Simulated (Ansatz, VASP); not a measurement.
## InAs: VASP beside Ansatz

File POSCAR:

```
InAs
1.0
    0.0000000000      2.9597109259      2.9597109259
    2.9597109259      0.0000000000      2.9597109259
    2.9597109259      2.9597109259      0.0000000000
In As
1 1
Direct
    0.0000000000      0.0000000000      0.0000000000
    0.2500000000      0.2500000000      0.2500000000
```

Contents of INCAR.step1:

```
SYSTEM = InAs
ALGO = Normal
EDIFF = 1E-4
ENCUT = 520
GGA = PE
ISMEAR = 0
LASPH = .TRUE.
LCHARG = .FALSE.
LREAL = .FALSE.
LWAVE = .TRUE.
NBANDS = 16
NELM = 80
PREC = Accurate
SIGMA = 0.01
```

Contents of INCAR.step2:

```
SYSTEM = InAs
ALGO = Normal
EDIFF = 1E-6
ENCUT = 520
ISIF = 2
ISMEAR = 0
ISTART = 1
LASPH = .TRUE.
LCHARG = .FALSE.
LMIXTAU = .TRUE.
LREAL = .FALSE.
LWAVE = .FALSE.
METAGGA = R2SCAN
NBANDS = 16
NELM = 80
PREC = Accurate
SIGMA = 0.01
```

KPOINTS

```
k-points
0
G
  10 10 10
  0 0 0
```

Input for Ansatz:

```yaml
crystal:
  lattice:
    - [0.0, 2.9597109259, 2.9597109259]
    - [2.9597109259, 0.0, 2.9597109259]
    - [2.9597109259, 2.9597109259, 0.0]
  atoms:
    - { symbol: In, position: [0.0, 0.0, 0.0] }
    - { symbol: As, position: [0.25, 0.25, 0.25] }
basis:
  ecutwfc: 500
kpoints:
  mp_grid: { grid: [10, 10, 10] }
hamiltonian:
  xc: r2scan
scf:
  occupations: { method: gaussian, width: 0.01 }
output:
  forces: true
  stress: true
  eigenvalues: true
```

Alike in both runs: task single point; functional r2SCAN; k mesh 10 × 10 × 10; occupations gaussian, width 0.01 eV; no spin polarisation.

|  | VASP | Ansatz |
| --- | --- | --- |
| version | VASP 6.6.1 | Ansatz 0.2.0 |
| potentials or method | VASP PAW PBE potentials, release 64 (In_d, As), cutoff 520 eV | scalar-relativistic, plane waves, PAW |
| valence electrons in the cell | 18 | 28 |

|  | VASP | Ansatz | Ansatz less VASP |
| --- | --- | --- | --- |
| gap on the k mesh at the Fermi level (eV) | 0.61 | 0.60 | -0.003 |
| least direct gap on the mesh (eV) | 0.61 | 0.60 | -0.003 |
| pressure (GPa) | 6.8 | 6.8 | 0.00 |

VASP's potentials were made for PBE, not for r2SCAN. VASP's potentials hold 18 valence electrons a cell and Ansatz's 28, so a difference there can come from the potentials and not from the codes.
